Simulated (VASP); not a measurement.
# Al13Ga3N16 (P1) in VASP: further runs, part 2 of 2

VASP 6.6.1. Earlier steps stand in the parts before.

## (3) Single point, PBEsol

INCAR reads:

```
PREC = Accurate ; ENCUT = 700
EDIFF = 1E-6 ; ISMEAR = -1
SIGMA = 0.05 ; LREAL = Auto
LASPH = T ; NELM = 120
ALGO = Normal ; ISIF = 2
LWAVE = F ; LCHARG = F
GGA = PS ; NBANDS = 291
ISYM = -1 ; GGA_COMPAT = F
```

KPOINTS reads:

```
explicit points
1
Reciprocal
  0.25000000   0.25000000   0.25000000 1
```

POSCAR reads:

```
Al13Ga3N16
1.0
    9.3742522056      0.0000000000      0.0000000000
    0.0000000000     10.8272244671      0.0000000000
    0.0000000000      0.0000000000     10.0563197164
Al Ga N
39 9 48
Direct
    0.1678330000      0.0836280000      0.2478390000
    0.1666450000      0.0836320000      0.7501170000
    0.0001880000      0.3332060000      0.2465970000
    0.0001690000      0.3336980000      0.7509760000
    0.4995540000      0.0841600000      0.2498620000
    0.3339240000      0.3328700000      0.2485600000
    0.3330660000      0.3335410000      0.7485650000
    0.1662610000      0.5821480000      0.7486120000
    0.0002510000      0.8331150000      0.7499990000
    0.8330700000      0.0838020000      0.7510240000
    0.6656040000      0.3342830000      0.2476570000
    0.6666330000      0.3340650000      0.7499020000
    0.5004500000      0.5828090000      0.2486680000
    0.5005920000      0.5819900000      0.7487220000
    0.3334080000      0.8330850000      0.2499500000
    0.8322340000      0.5826550000      0.2478020000
    0.8330940000      0.5837480000      0.7498800000
    0.6660710000      0.8314280000      0.2491090000
    0.6667170000      0.8314700000      0.7492150000
    0.0004050000      0.1665680000      0.9977160000
    0.3335230000      0.1669060000      0.4976760000
    0.3325490000      0.1675640000      0.9998610000
    0.1679020000      0.4163350000      0.4999000000
    0.1670380000      0.4162420000      0.9975790000
    0.0001870000      0.6660150000      0.5009870000
    0.0002380000      0.6661380000      0.9966570000
    0.6649570000      0.1676460000      0.4992720000
    0.6669800000      0.1679630000      0.9990850000
    0.4990210000      0.4165300000      0.4986720000
    0.4995870000      0.4164880000      0.9984650000
    0.3340740000      0.6659700000      0.4988520000
    0.3333270000      0.6649800000      0.9987940000
    0.1680840000      0.9164140000      0.4991120000
    0.1661040000      0.9169180000      0.9990850000
    0.8333190000      0.4167820000      0.9986460000
    0.6656330000      0.6658560000      0.4987890000
    0.6665720000      0.6652880000      0.9988090000
    0.4994590000      0.9164150000      0.4965660000
    0.8334410000      0.9161010000      0.9967800000
    0.5001100000      0.0839680000      0.7485430000
    0.1670770000      0.5819750000      0.2495750000
    0.0001000000      0.8327430000      0.2487200000
    0.8324970000      0.0838400000      0.2477190000
    0.3329630000      0.8321730000      0.7487170000
    0.0016660000      0.1666930000      0.5007200000
    0.8329820000      0.4171990000      0.4993670000
    0.5004000000      0.9162160000      0.0018370000
    0.8322590000      0.9154250000      0.5018100000
    0.0036820000      0.1677000000      0.1868190000
    0.9998890000      0.1670640000      0.6952530000
    0.3338760000      0.1668640000      0.1893500000
    0.3292570000      0.1685170000      0.6868760000
    0.1677050000      0.4125810000      0.1864610000
    0.1660090000      0.4158590000      0.6895900000
    0.9969790000      0.6638120000      0.1851540000
    0.9997730000      0.6665840000      0.6906860000
    0.6622180000      0.1692850000      0.1874740000
    0.6707970000      0.1693770000      0.6880480000
    0.4991540000      0.4171300000      0.1883730000
    0.5001490000      0.4158160000      0.6888140000
    0.3369700000      0.6681150000      0.1881320000
    0.3335350000      0.6617540000      0.6877360000
    0.1704290000      0.9182170000      0.1878020000
    0.1630710000      0.9188380000      0.6880120000
    0.8329110000      0.4162250000      0.1888190000
    0.8337200000      0.4170940000      0.6940730000
    0.6661030000      0.6657120000      0.1883830000
    0.6666630000      0.6655310000      0.6886450000
    0.5002620000      0.9169250000      0.1959230000
    0.5036840000      0.9146230000      0.6855970000
    0.8291740000      0.9144730000      0.1855950000
    0.8329430000      0.9166240000      0.6959700000
    0.1704600000      0.0809710000      0.4368600000
    0.1674820000      0.0831500000      0.9394240000
    0.0037930000      0.3353140000      0.4356560000
    0.9999090000      0.3334290000      0.9400300000
    0.4999200000      0.0835390000      0.4396620000
    0.4997090000      0.0866370000      0.9421950000
    0.3331840000      0.3333610000      0.4386330000
    0.3334830000      0.3331530000      0.9382580000
    0.1666700000      0.5828620000      0.4442040000
    0.1669230000      0.5825570000      0.9384000000
    0.0035270000      0.8314120000      0.4426410000
    0.0007520000      0.8331620000      0.9392550000
    0.8299140000      0.0848640000      0.4410620000
    0.8327320000      0.0835750000      0.9403920000
    0.6627330000      0.3322500000      0.4370100000
    0.6665040000      0.3339370000      0.9393650000
    0.4998590000      0.5824250000      0.4386650000
    0.5000100000      0.5827400000      0.9385300000
    0.3329240000      0.8320740000      0.4396170000
    0.3300080000      0.8310730000      0.9421670000
    0.8333890000      0.5874740000      0.4373670000
    0.8331300000      0.5830030000      0.9390830000
    0.6632000000      0.8305980000      0.4377800000
    0.6691380000      0.8304680000      0.9378120000
```

Potentials or basis: VASP PAW PBE potentials, release 64 (Al, Ga_d, N).

Launch:

```
$ cat potpaw_PBE.64/Al/POTCAR potpaw_PBE.64/Ga_d/POTCAR potpaw_PBE.64/N/POTCAR > POTCAR
$ mpirun -np 1 vasp_std > vasp.out
```

Run time: 35 min. Hardware: 1 thread of AMD EPYC 7R32 (Zen 2), shared host; peak memory 1.4 GiB.

Results (log left out):

```yaml
Free_energy: -728.7879 eV
Pressure: -0.2 GPa
Largest_force: 0.015 eV/Å
Band_gap_on_the_k_mesh: 4.56 eV
```

Forces on the atoms (eV/Å):
```
Al  -0.002 -0.003  0.000
Al   0.000  0.000  0.001
Al  -0.002 -0.003 -0.004
Al   0.001 -0.003 -0.002
Al   0.000 -0.001  0.001
Al   0.001 -0.003  0.000
Al   0.000 -0.005 -0.002
Al   0.001  0.002  0.002
Al   0.000  0.001  0.001
Al   0.002 -0.003  0.000
Al   0.001  0.001 -0.002
Al   0.000  0.004 -0.002
Al   0.000  0.000  0.000
Al  -0.001  0.001  0.001
Al  -0.002  0.001  0.002
Al   0.002  0.000 -0.001
Al   0.001  0.006  0.000
Al   0.005  0.001  0.003
Al   0.001  0.002  0.001
Al   0.000 -0.003  0.004
Al  -0.001  0.000  0.002
Al  -0.001 -0.007  0.003
Al  -0.001  0.003  0.000
Al  -0.003 -0.001  0.002
Al   0.001  0.007 -0.003
Al   0.001  0.005  0.002
Al   0.001 -0.005  0.001
Al   0.000 -0.006  0.003
Al   0.000  0.001  0.005
Al   0.002  0.001  0.007
Al  -0.002  0.007  0.002
Al  -0.001  0.004  0.002
Al  -0.003  0.001  0.003
Al   0.000 -0.001  0.007
Al   0.001  0.001  0.008
Al  -0.001  0.002  0.001
Al   0.001  0.002  0.001
Al  -0.002  0.001 -0.001
Al   0.005  0.001  0.002
Ga  -0.002 -0.004 -0.004
Ga  -0.002 -0.004 -0.006
Ga  -0.006 -0.006 -0.003
Ga   0.003 -0.005  0.004
Ga   0.000 -0.005  0.002
Ga  -0.012 -0.001 -0.008
Ga   0.004 -0.004 -0.001
Ga  -0.005  0.003 -0.005
Ga   0.005  0.001 -0.005
N   -0.010 -0.001  0.002
N    0.000  0.003 -0.006
N    0.000  0.001 -0.003
N    0.009 -0.001  0.003
N    0.001  0.011  0.002
N    0.002  0.002 -0.001
N    0.010  0.002  0.007
N   -0.001 -0.003 -0.001
N    0.008 -0.002  0.001
N   -0.008 -0.002  0.003
N    0.003 -0.001 -0.002
N   -0.001  0.003  0.000
N   -0.008 -0.008  0.003
N    0.002  0.006  0.004
N   -0.007 -0.004  0.000
N    0.008 -0.005  0.003
N    0.000  0.001 -0.003
N    0.000  0.000 -0.005
N    0.002  0.001 -0.001
N    0.000  0.002  0.001
N    0.000  0.001 -0.009
N   -0.008  0.007  0.006
N    0.007  0.005  0.003
N   -0.001  0.000 -0.007
N   -0.007  0.007  0.002
N    0.000  0.003  0.000
N   -0.011 -0.003  0.006
N    0.000  0.002  0.001
N    0.001  0.002 -0.001
N    0.001 -0.007 -0.005
N    0.001  0.001  0.000
N    0.000  0.002 -0.001
N    0.000 -0.001 -0.005
N    0.000 -0.002 -0.003
N   -0.010  0.003 -0.005
N   -0.001 -0.003 -0.003
N    0.010 -0.004 -0.002
N   -0.002  0.003  0.000
N    0.008  0.005  0.001
N    0.000  0.001 -0.002
N    0.001 -0.002  0.001
N    0.001 -0.002 -0.001
N    0.002 -0.001 -0.001
N    0.011  0.003 -0.007
N   -0.001 -0.011  0.000
N   -0.001 -0.002 -0.002
N    0.008  0.002  0.003
N   -0.009  0.002  0.003
```

Levels at points of the mesh, in eV from the valence-band top:
```csv
k point,band 235,band 236,band 237,band 238,band 239,band 240
"(0.25, 0.25, 0.25)",-0.15,-0.03,0.00,4.56,5.05,5.18
```

Caveat: the PAW data sets were made with another functional, which shifts forces and pressure a little; a shifted mesh leaves out Γ, where band edges can lie.
